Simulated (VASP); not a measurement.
Write the native input for VASP 6.6.1 that does the following.

| Quantity | Value |
| --- | --- |
| Task | single point |
| Functional | r2SCAN |
| Potentials or basis | VASP PAW PBE potentials, release 64 (Te, Pt) |
| Cutoff | 550 eV |
| k mesh | 6 × 6 × 4 |
| Occupations | gaussian, width 0.05 eV |
| Spin | collinear spin, zero start |
| Starting moments | [0.0, 0.0, 0.0] μB |
| Hubbard terms | Pt d U = 2.5 eV |
| Dipole correction | no |
| Further INCAR settings | ALGO = Normal; EDIFF = 1e-06; NBANDS = 22 |

The system is Te2Pt.

```xyz
3
Lattice="4.0180 0.0000 0.0000 -2.0090 3.4797 0.0000 0.0000 0.0000 5.2120" Properties=species:S:1:pos:R:3 pbc="T T T"
Te    0.0000    2.3198    1.3030
Te    2.0090    1.1599    3.9090
Pt    0.0000    0.0000    0.0000
```

These files were run (other wordings do the same):

POSCAR

```
Te2Pt
1.0
    4.0179994500      0.0000000000      0.0000000000
   -2.0089997300      3.4796896000      0.0000000000
    0.0000000000      0.0000000000      5.2119993300
Te Pt
2 1
Direct
    0.3333333333      0.6666666667      0.2500000000
    0.6666666667      0.3333333333      0.7500000000
    0.0000000000      0.0000000000      0.0000000000
```

INCAR.step1

```
SYSTEM = Te2Pt
PREC = Accurate ; ENCUT = 550
ISMEAR = 0 ; SIGMA = 0.05
LREAL = .FALSE. ; LASPH = .TRUE.
NELM = 200 ; ISPIN = 2
MAGMOM = 0 0 0 ; LMAXMIX = 4
LDAU = .TRUE. ; LDAUTYPE = 2
LDAUL = -1 2 ; LDAUU = 0 2.5
LDAUJ = 0 0 ; NBANDS = 22
GGA = PE ; ALGO = Normal
EDIFF = 1E-5 ; LWAVE = .TRUE.
LCHARG = .FALSE. ; GGA_COMPAT = .FALSE.
```

INCAR.step2

```
SYSTEM = Te2Pt
PREC = Accurate ; ENCUT = 550
EDIFF = 1E-6 ; ISMEAR = 0
SIGMA = 0.05 ; LREAL = .FALSE.
LASPH = .TRUE. ; NELM = 200
ALGO = Normal ; ISIF = 2
LWAVE = .FALSE. ; LCHARG = .FALSE.
ISPIN = 2 ; MAGMOM = 0 0 0
LORBIT = 11 ; LMAXMIX = 4
LDAU = .TRUE. ; LDAUTYPE = 2
LDAUL = -1 2 ; LDAUU = 0 2.5
LDAUJ = 0 0 ; LDAUPRINT = 1
METAGGA = R2SCAN ; LMIXTAU = .TRUE.
NBANDS = 22 ; ISTART = 1
GGA_COMPAT = .FALSE.
```

KPOINTS

```
Automatic mesh
0
G
  6 6 4
  0 0 0
```

Potentials or basis: VASP PAW PBE potentials, release 64 (Te, Pt).

Command:

```bash
$ cat potpaw_PBE.64/Te/POTCAR potpaw_PBE.64/Pt/POTCAR > POTCAR
$ cp INCAR.step1 INCAR
$ mpirun -np 1 vasp_std > vasp.out
$ cp INCAR.step2 INCAR
$ mpirun -np 1 vasp_std > vasp.out
```

Results of the run:

```
Pressure                                              : 4.8 GPa
Largest force                                         : 0.715 eV/Å
Band gap on the k mesh                                : zero (filled and empty bands overlap)
Net moment                                            : 0.00 μB per cell
Valence electrons inside the program's atomic spheres : Te 3.38; Pt 9.64
```

Caveat: the PAW data sets were made with another functional, which shifts forces and pressure a little; spin-orbit coupling is left out, which moves the levels of the heavy elements; the U is typed as a test and isn't derived for this compound.

Wall time 5.7 min on 1 thread of Intel(R) Xeon(R) Platinum 8375C CPU @ 2.90GHz (Ice Lake), with other jobs on the host, peak memory 0.28 GiB.
